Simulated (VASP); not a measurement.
A run of VASP 6.6.1:

INCAR

```
SYSTEM = TaInS3
  PREC = Accurate
  ENCUT = 520
  EDIFF = 1E-6
  ISMEAR = 0
  SIGMA = 0.1
  LREAL = .False.
  LASPH = .True.
  NELM = 150
  ALGO = Normal
  ISIF = 2
  LWAVE = .False.
  LCHARG = .False.
  ISPIN = 2
  MAGMOM = 1 1 0 0 0 0 0 0 0 0
  LORBIT = 11
  LMAXMIX = 4
  GGA = PE
  NBANDS = 57
```

File KPOINTS:

```
Automatic mesh
0
Gamma
  4 4 4
  0 0 0
```

POSCAR

```
TaInS3
1.0
   -3.3191495938      3.3191495938      4.9397439207
    3.3191495938     -3.3191495938      4.9397439207
    3.3191495938      3.3191495938     -4.9397439207
Ta In S
2 2 6
Direct
    0.5000000000      0.5000000000      0.0000000000
    0.0000000000      0.0000000000      0.0000000000
    0.7500000000      0.2500000000      0.5000000000
    0.2500000000      0.7500000000      0.5000000000
    0.3178031042      0.8178031042      0.1356062084
    0.8178031042      0.6821968958      0.5000000000
    0.7500000000      0.7500000000      0.0000000000
    0.6821968958      0.1821968958      0.8643937916
    0.1821968958      0.3178031042      0.5000000000
    0.2500000000      0.2500000000      0.0000000000
```

Potentials or basis: VASP PAW PBE potentials, release 64 (Ta_pv, In_d, S).

The run is started by

```sh
$ cat potpaw_PBE.64/Ta_pv/POTCAR potpaw_PBE.64/In_d/POTCAR potpaw_PBE.64/S/POTCAR > POTCAR
$ mpirun -np 1 vasp_std > vasp.out
```

Hardware: 1 thread of Intel Xeon 8259CL, on a shared host.

**Question.** How long does it take, and how much memory?

**Answer.** Wall time 17 min on 1 thread of Intel Xeon 8259CL, with other jobs on the host, peak memory 0.65 GiB. Counts: scf iterations 16, k points 13.
